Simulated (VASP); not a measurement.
A run of VASP 6.6.1 is set up as follows.

The input INCAR:

```
SYSTEM = Ge
ALGO = Normal ; EDIFF = 1E-6
ENCUT = 520 ; GGA = PE
ISIF = 2 ; ISMEAR = 0
LASPH = .True. ; LCHARG = .False.
LREAL = .False. ; LWAVE = .False.
NBANDS = 21 ; NELM = 80
PREC = Accurate ; SIGMA = 0.05
```

The input KPOINTS:

```
k-points
0
Gamma
  6 6 6
  0 0 0
```

POSCAR

```
Ge
1.0
    0.0000000000      2.8300000000      2.8300000000
    2.8300000000      0.0000000000      2.8300000000
    2.8300000000      2.8300000000      0.0000000000
Ge
2
Direct
    0.5000000000      0.5000000000      0.5000000000
    0.7500000000      0.7500000000      0.7500000000
```

Potentials or basis: VASP PAW PBE potentials, release 64 (Ge_d).

Command:

```console
$ cat potpaw_PBE.64/Ge_d/POTCAR > POTCAR
$ mpirun -np 1 vasp_std > vasp.out
```

Task: Estimate the pressure.

Result: 3.5 GPa.
